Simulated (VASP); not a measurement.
# AlN (P6_3mc) in VASP: further runs

The runs below take AlN through single point, with LDA.

Program: VASP 6.6.1. These are calculated values, not measurements. Logs are shortened: lines on timing, memory, paths and dates and some standing lists are left out, and cuts for length are marked.

### Step 1. The cell of the first run

Symmetry: P6_3mc, No. 186, hexagonal system. Conventional cell: a = 3.112 Å, b = 3.112 Å, c = 4.982 Å, α = 90.00°, β = 90.00°, γ = 120.00°. Al (site symmetry 3m) has 4 N at 1.89 to 1.90 Å within 2.5 Å. Within 2.5 Å of N (site symmetry 3m) lie 4 Al at 1.89 to 1.90 Å.

### Step 2. Single point, LDA

File INCAR:

```
PREC = Accurate
ENCUT = 520
EDIFF = 1E-6
ISMEAR = 0
SIGMA = 0.1
LREAL = False
LASPH = True
NELM = 100
ALGO = Normal
ISIF = 2
LWAVE = False
LCHARG = False
GGA = CA
NBANDS = 16
```

File KPOINTS:

```
regular mesh
0
Gamma
  6 6 4
```

File POSCAR:

```
AlN
1.0
    3.1120000000      0.0000000000      0.0000000000
   -1.5560000000      2.6950710566      0.0000000000
    0.0000000000      0.0000000000      4.9820000000
Al N
2 2
Direct
    0.3333333333      0.6666666667      0.0000000000
    0.6666666667      0.3333333333      0.5000000000
    0.3333333333      0.6666666667      0.3820000000
    0.6666666667      0.3333333333      0.8820000000
```

Potentials or basis: VASP PAW LDA potentials, release 64 (Al, N).

The run is started by

```
> cat potpaw_LDA.64/Al/POTCAR potpaw_LDA.64/N/POTCAR > POTCAR
> mpirun -np 1 vasp_std > vasp.out
```

OUTCAR:

```text
PREC = Accurate
   ENCUT = 520
   EDIFF = 1E-6
   ISMEAR = 0
   LREAL = False
   LASPH = True
   NELM = 100
   ISIF = 2
   GGA = CA

 ion  position               nearest neighbor table
   1  0.333  0.667  0.000-   4 1.89   4 1.89   4 1.89   3 1.90   2 3.07   2 3.07   2 3.07   2 3.07
                             2 3.07   2 3.07
   2  0.667  0.333  0.500-   3 1.89   3 1.89   3 1.89   4 1.90   1 3.07   1 3.07   1 3.07   1 3.07
                             1 3.07   1 3.07
   3  0.333  0.667  0.382-   2 1.89   2 1.89   2 1.89   1 1.90
   4  0.667  0.333  0.882-   1 1.89   1 1.89   1 1.89   2 1.90

  LATTYP: Found a hexagonal cell.
 ALAT       =     3.1120000000
 C/A-ratio  =     1.6008997429

  Lattice vectors:

 A1 = (   3.1120000000,   0.0000000000,   0.0000000000)
 A2 = (  -1.5560000000,   2.6950710566,   0.0000000000)
 A3 = (   0.0000000000,   0.0000000000,   4.9820000000)

Analysis of symmetry for initial positions (statically):
=====================================================================
 Subroutine PRICEL returns:
 Original cell was already a primitive cell.

 Routine SETGRP: Setting up the symmetry group for a
 hexagonal supercell.

 Subroutine GETGRP returns: Found 12 space group operations
 (whereof  6 operations were pure point group operations)
 out of a pool of 24 trial point group operations.

The static configuration has the point symmetry C_3v.
 The point group associated with its full space group is C_6v.

Analysis of symmetry for dynamics (positions and initial velocities):
=====================================================================
 Subroutine PRICEL returns:
 Original cell was already a primitive cell.

 Routine SETGRP: Setting up the symmetry group for a
 hexagonal supercell.

 Subroutine GETGRP returns: Found 12 space group operations
 (whereof  6 operations were pure point group operations)
 out of a pool of 24 trial point group operations.

The dynamic configuration has the point symmetry C_3v.
 The point group associated with its full space group is C_6v.

 Subroutine INISYM returns: Found 12 space group operations
 (whereof  6 operations are pure point group operations),
 and found     1 'primitive' translations

----------------------------------------------------------------------------------------

                                     Primitive cell

  volume of cell :      41.7843

  direct lattice vectors                    reciprocal lattice vectors
     3.112000000  0.000000000  0.000000000     0.321336761  0.185523865  0.000000000
    -1.556000000  2.695071057  0.000000000     0.000000000  0.371047731  0.000000000
     0.000000000  0.000000000  4.982000000     0.000000000  0.000000000  0.200722601

  length of vectors
     3.112000000  3.112000000  4.982000000     0.371047731  0.371047731  0.200722601

  position of ions in fractional coordinates (direct lattice)
     0.333333333  0.666666667  0.000000000
     0.666666667  0.333333333  0.500000000
     0.333333333  0.666666667  0.382000000
     0.666666667  0.333333333  0.882000000

  ion indices of the primitive-cell ions
   primitive index   ion index
                 1           1
                 2           2
                 3           3
                 4           4

----------------------------------------------------------------------------------------

 KPOINTS: regular mesh

Automatic generation of k-mesh.
 Grid dimensions read from file:
 generate k-points for:    6    6    4

 Generating k-lattice:

  Cartesian coordinates                     Fractional coordinates (reciprocal lattice)
     0.053556127  0.030920644  0.000000000     0.166666667  0.000000000  0.000000000
     0.000000000  0.061841288  0.000000000     0.000000000  0.166666667  0.000000000
     0.000000000  0.000000000  0.050180650     0.000000000  0.000000000  0.250000000

  Length of vectors
     0.061841288  0.061841288  0.050180650

  Shift w.r.t. Gamma in fractional coordinates (k-lattice)
     0.000000000  0.000000000  0.000000000

 Subroutine IBZKPT returns following result:
 ===========================================

 Found     21 irreducible k-points:

 Following reciprocal coordinates:
            Coordinates               Weight
  0.000000  0.000000  0.000000      1.000000
  0.166667 -0.000000  0.000000      6.000000
  0.333333 -0.000000  0.000000      6.000000
  0.500000 -0.000000  0.000000      3.000000
  0.166667  0.166667  0.000000      6.000000
  0.333333  0.166667  0.000000     12.000000
[... 13 lines left out ...]
  0.333333  0.166667  0.500000     12.000000
  0.333333  0.333333  0.500000      2.000000
   k-points           NKPTS =     21   k-points in BZ     NKDIM =     21   number of bands    NBANDS=     16
   number of dos      NEDOS =    301   number of ions     NIONS =      4
   total plane-waves  NPLWV =  23040
   dimension x,y,z NGX =    24 NGY =   24 NGZ =   40
   dimension x,y,z NGXF=    48 NGYF=   48 NGZF=   80
   ions per type =               2   2
   NGX,Y,Z   is equivalent  to a cutoff of  12.82, 12.82, 13.35 a.u.
   NGXF,Y,Z  is equivalent  to a cutoff of  25.64, 25.64, 26.70 a.u.
 SYSTEM =  unknown system
   PREC   = accura    normal or accurate (medium, high low for compatibility)
   ISTART =      0    job   : 0-new  1-cont  2-samecut
   ICHARG =      2    charge: 1-file 2-atom 10-const
   ISPIN  =      1    spin polarized calculation?
   LNONCOLLINEAR =      F non collinear calculations
   LSORBIT =      F    spin-orbit coupling
   LASPH  =      T    aspherical Exc in radial PAW
   ENCUT  =  520.0 eV  38.22 Ry    6.18 a.u.   5.79  5.79  9.26*2*pi/ulx,y,z
   NELM   =    100;   NELMIN=  2; NELMDL= -5     # of ELM steps
   EDIFF  = 0.1E-05   stopping-criterion for ELM
   LREAL  =      F    real-space projection
   EDIFFG = 0.1E-04   stopping-criterion for IOM
   NSW    =      0    number of steps for IOM
   IBRION =     -1    ionic relax: 0-MD 1-quasi-New 2-CG
   NFREE  =      0    steps in history (QN), initial steepest desc. (CG)
   ISIF   =      2    stress and relaxation
   ISYM   =      2    0-nonsym 1-usesym 2-fastsym
   POTIM  = 0.5000    time-step for ionic-motion
   TEBEG  =    0.0;   TEEND  =   0.0 temperature during run
   PSTRESS=    0.0 pullay stress
   NELECT =      16.0000    total number of electrons
   NUPDOWN=      -1.0000    fix difference up-down
   EMIN   =  10.00;   EMAX   =-10.00  energy-range for DOS
   EFERMI =   0.00;   METHOD = LEGACY
   ISMEAR =     0;   SIGMA  =   0.10  broadening in eV -4-tet -1-fermi 0-gaus
   EFERMI_NEDOS =   21; number of points for ismear=-14 and -15
   IALGO  =     38    algorithm
   IMIX   =      4    mixing-type and parameters
     AMIX     =   0.40;   BMIX     =  1.00
     AMIX_MAG =   1.60;   BMIX_MAG =  1.00
  volume/ion in A,a.u.               =      10.45        70.49
  Fermi-wavevector in a.u.,A,eV,Ry     =   1.188804  2.246514 19.228506  1.413255
  Thomas-Fermi vector in A             =   2.324926
   LORBIT       =      0    0 simple, 1 ext, 2 COOP (PROOUT), +10 PAW based schemes
   GGA     = CA    functional components
   LHFCALC =     F    Hartree Fock is set to
   AEXX    =    0.0000 exact exchange contribution
   IVDW    =     0    specifies the selected vdW correction
   LEPSILON=     F    determine dielectric tensor
   LRPA    =     F    only Hartree local field effects (RPA)
 non-spin polarized calculation
 Gauss-broadening in eV      SIGMA  =   0.10
  energy-cutoff  :      520.00
  volume of cell :       41.78
 maximum number of plane-waves:      1152
 NGX is ok and might be reduce to    24
   NGX = 11   NGY = 11   NGZ = 19

 number of electron      16.0000000 magnetization

 Free energy of the ion-electron system (eV)
  ---------------------------------------------------
  ext. energy  EPLUGINS =         0.00000000
  ---------------------------------------------------
  free energy    TOTEN  =       -32.82993026 eV

  energy without entropy =      -32.82993026  energy(sigma->0) =      -32.82993026

 E-fermi :   6.3073     XC(G=0): -11.2436

 val. band max:        5.8930246048   @ k =   0.0000   0.0000   0.0000
 cond. band min:      10.1134390933   @ k =   0.0000   0.0000   0.0000
 fundamental gap:      4.2204144885
 Fermi energy:         6.3072874583

 k-point     1 :       0.0000    0.0000    0.0000
  band No.  band energies     occupation
      1      -9.1402      2.00000
      2      -6.9200      2.00000
      3      -0.1575      2.00000
      4       5.0153      2.00000
      5       5.0153      2.00000
      6       5.6709      2.00000
[... 8 lines left out ...]
     15      18.7996      0.00000
     16      18.7996      0.00000

 k-point     2 :       0.1667   -0.0000    0.0000
  band No.  band energies     occupation
      1      -8.7858      2.00000
      2      -6.7255      2.00000
      3       0.2602      2.00000
      4       3.5854      2.00000
      5       4.3893      2.00000
      6       4.6186      2.00000
[... 8 lines left out ...]
     15      18.0613      0.00000
     16      18.5043      0.00000

 k-point     3 :       0.3333   -0.0000    0.0000
  band No.  band energies     occupation
      1      -7.8651      2.00000
      2      -6.3785      2.00000
      3       1.3414      2.00000
      4       1.4215      2.00000
      5       2.5492      2.00000
      6       4.0238      2.00000
[... 8 lines left out ...]
     15      17.7840      0.00000
     16      20.0552      0.00000

 k-point     4 :       0.5000   -0.0000    0.0000
  band No.  band energies     occupation
      1      -7.1092      2.00000
      2      -6.3891      2.00000
      3       0.3912      2.00000
      4       1.6877      2.00000
      5       2.5120      2.00000
      6       3.7763      2.00000
[... 8 lines left out ...]
     15      18.5306      0.00000
     16      20.7553      0.00000

 k-point     5 :       0.1667    0.1667    0.0000
  band No.  band energies     occupation
      1      -8.1418      2.00000
      2      -6.4469      2.00000
      3       1.0488      2.00000
      4       2.4698      2.00000
      5       2.4958      2.00000
      6       4.1733      2.00000
[... 8 lines left out ...]
     15      18.2449      0.00000
     16      19.7100      0.00000

 k-point     6 :       0.3333    0.1667    0.0000
  band No.  band energies     occupation
      1      -7.1893      2.00000
      2      -6.3198      2.00000
      3       0.8867      2.00000
      4       1.9281      2.00000
      5       2.3652      2.00000
      6       3.0676      2.00000
[... 8 lines left out ...]
     15      18.1763      0.00000
     16      20.3948      0.00000
[... 210 lines left out ...]
 k-point    18 :       0.5000   -0.0000    0.5000
  band No.  band energies     occupation
      1      -6.7203      2.00000
      2      -6.7203      2.00000
      3       0.2325      2.00000
      4       0.2325      2.00000
      5       4.4046      2.00000
      6       4.4046      2.00000
[... 8 lines left out ...]
     15      18.9511      0.00000
     16      18.9511      0.00000

 k-point    19 :       0.1667    0.1667    0.5000
  band No.  band energies     occupation
      1      -7.3955      2.00000
      2      -7.3955      2.00000
      3       1.6621      2.00000
      4       1.6621      2.00000
      5       4.0333      2.00000
      6       4.0333      2.00000
[... 8 lines left out ...]
     15      18.6334      0.00000
     16      18.6334      0.00000

 k-point    20 :       0.3333    0.1667    0.5000
  band No.  band energies     occupation
      1      -6.7428      2.00000
      2      -6.7428      2.00000
      3       0.6866      2.00000
      4       0.6866      2.00000
      5       3.2293      2.00000
      6       3.2293      2.00000
[... 8 lines left out ...]
     15      19.1509      0.00000
     16      19.1509      0.00000

 k-point    21 :       0.3333    0.3333    0.5000
  band No.  band energies     occupation
      1      -6.5052      2.00000
      2      -6.5052      2.00000
      3       1.0027      2.00000
      4       1.0027      2.00000
      5       1.9783      2.00000
      6       1.9783      2.00000
[... 8 lines left out ...]
     15      19.5330      0.00000
     16      19.5330      0.00000

------------------------ aborting loop because EDIFF is reached ----------------------------------------

  FORCE on cell =-STRESS in cart. coord.  units (eV):
  Direction    XX          YY          ZZ          XY          YZ          ZX
  --------------------------------------------------------------------------------------
  -------------------------------------------------------------------------------------
  Total       -1.0748725     -1.0748725     -1.0373065      0.0000000      0.0000000      0.0000000
  in kB      -41.2148765    -41.2148765    -39.7744465      0.0000000      0.0000000      0.0000000
  external PRESSURE =     -40.7347331 kB  Pullay stress =       0.0000000 kB

 VOLUME and BASIS-vectors are now :
 -----------------------------------------------------------------------------
  energy-cutoff  :      520.00
  volume of cell :       41.78
      direct lattice vectors                 reciprocal lattice vectors
     3.112000000  0.000000000  0.000000000     0.321336761  0.185523865  0.000000000
    -1.556000000  2.695071057  0.000000000     0.000000000  0.371047731  0.000000000
     0.000000000  0.000000000  4.982000000     0.000000000  0.000000000  0.200722601

 POSITION                                       TOTAL-FORCE (eV/Angst)
 -----------------------------------------------------------------------------------
     -0.00000      1.79671      0.00000        -0.000000     -0.000000      0.012511
      1.55600      0.89836      2.49100         0.000000      0.000000      0.012511
     -0.00000      1.79671      1.90312         0.000000      0.000000     -0.012511
      1.55600      0.89836      4.39412         0.000000      0.000000     -0.012511
 -----------------------------------------------------------------------------------
    total drift:                               -0.000000      0.000000      0.000633

  FREE ENERGIE OF THE ION-ELECTRON SYSTEM (eV)
  ---------------------------------------------------
  free  energy   TOTEN  =       -32.8299302603 eV

  energy  without entropy=      -32.8299302603  energy(sigma->0) =      -32.82993026
```

It took 18 s on 1 thread of Intel Xeon 8259CL, shared host; peak memory 0.14 GiB.

Results:

| Item | Value |
| --- | --- |
| Free energy | -32.8299 eV |
| Pressure | -4.1 GPa |
| Largest force | 0.013 eV/Å |
| Band gap on the k mesh | 4.22 eV |

Forces in eV/Å, atoms in the order of the input:
```
Al   0.000  0.000  0.013
Al   0.000  0.000  0.013
N    0.000  0.000 -0.013
N    0.000  0.000 -0.013
```

Caveat: the cell stands under tension.

### Step 3. Single point, LDA

This run uses another cell than the first one, of 10.21 Å³/atom.

File INCAR:

```
ALGO = Normal ; EDIFF = 1E-6
ENCUT = 520 ; ISIF = 2
ISMEAR = 0 ; LASPH = T
LCHARG = F ; LREAL = F
LWAVE = F ; NBANDS = 16
NELM = 60 ; PREC = Accurate
SIGMA = 0.02
```

File KPOINTS:

```
k-points
0
Gamma
  9 9 6
```

File POSCAR:

```
AlN
1.0
    3.0886190489      0.0000000000      0.0000000000
   -1.5443095244      2.6748225589      0.0000000000
    0.0000000000      0.0000000000      4.9431567737
Al N
2 2
Direct
    0.3333333333      0.6666666667      0.0000094135
    0.6666666667      0.3333333333      0.5000094135
    0.3333333333      0.6666666667      0.3819905865
    0.6666666667      0.3333333333      0.8819905865
```

Potentials or basis: VASP PAW LDA potentials, release 64 (Al, N).

The run is started by

```
> cat potpaw_LDA.64/Al/POTCAR potpaw_LDA.64/N/POTCAR > POTCAR
> mpirun -np 1 vasp_std > vasp.out
```

It took 36 s on 1 thread of Intel Xeon 8259CL, shared host; peak memory 0.15 GiB.

Results (log left out):

```
Free energy            : -32.8410 eV
Pressure               : 0.6 GPa
Band gap on the k mesh : 4.42 eV
```

Levels at points of the mesh, in eV from the valence-band top:
| k point | band 5 | band 6 | band 7 | band 8 | band 9 | band 10 | band 11 | band 12 |
| --- | --- | --- | --- | --- | --- | --- | --- | --- |
| (0.00, 0.00, 0.00) | -0.89 | -0.23 | -0.23 | 0.00 | 4.42 | 6.73 | 10.66 | 11.10 |
| (0.00, 0.00, 0.50) | -0.57 | -0.57 | -0.57 | -0.57 | 6.61 | 6.61 | 10.32 | 10.32 |

### Step 4. Single point, LDA (atoms moved along the polar distortion)

File INCAR:

```
PREC = Accurate
ENCUT = 520
EDIFF = 1E-6
ISMEAR = 0
SIGMA = 0.01
LREAL = F
LASPH = T
NELM = 80
ALGO = Normal
ISIF = 2
LWAVE = F
LCHARG = F
GGA = CA
NBANDS = 16
```

File KPOINTS:

```
regular mesh
0
Gamma
  9 9 6
```

POSCAR is that of step 3.

The run is started by

```
> cat potpaw_LDA.64/Al/POTCAR potpaw_LDA.64/N/POTCAR > POTCAR
> mpirun -np 1 vasp_std > vasp.out
```

It took 40 s on 1 thread of Intel Xeon 8259CL, shared host; peak memory 0.15 GiB.

The run converged. Its results:

- Free energy: -32.8410 eV
- Pressure: 0.6 GPa
- Band gap on the k mesh: 4.42 eV

Levels at points of the mesh, in eV from the valence-band top:
```
           k point  band 5  band 6  band 7  band 8  band 9  band 10  band 11  band 12
(0.00, 0.00, 0.00)   -0.89   -0.23   -0.23    0.00    4.42     6.73    10.66    11.10
(0.00, 0.00, 0.50)   -0.57   -0.57   -0.57   -0.57    6.61     6.61    10.32    10.32
```

Caveat: the cell differs from its parent crystal (atoms moved along the polar distortion). A k mesh can miss the band edges.

### Step 5. Overview

```csv
cell,k mesh,smearing,gap on the mesh (eV),pressure (GPa)
"a = 3.112, b = 3.112, c = 4.982 Å, angles 90.0, 90.0, 120.0°, 4 atoms",6 × 6 × 4,gaussian 0.1 eV,4.22,-4.1
"a = 3.089, b = 3.089, c = 4.943 Å, angles 90.0, 90.0, 120.0°, 4 atoms",9 × 9 × 6,gaussian 0.02 eV,4.42,0.6
"a = 3.089, b = 3.089, c = 4.943 Å, angles 90.0, 90.0, 120.0°, 4 atoms",9 × 9 × 6,gaussian 0.01 eV,4.42,0.6
```

Alike in all rows: task single point; level LDA; potentials or basis VASP PAW LDA potentials, release 64 (Al, N); no spin polarisation; cutoff (eV) 520.

Caveats: the cell stands under tension (at least some runs).

Absolute energies hang on the potentials; compare differences alone.
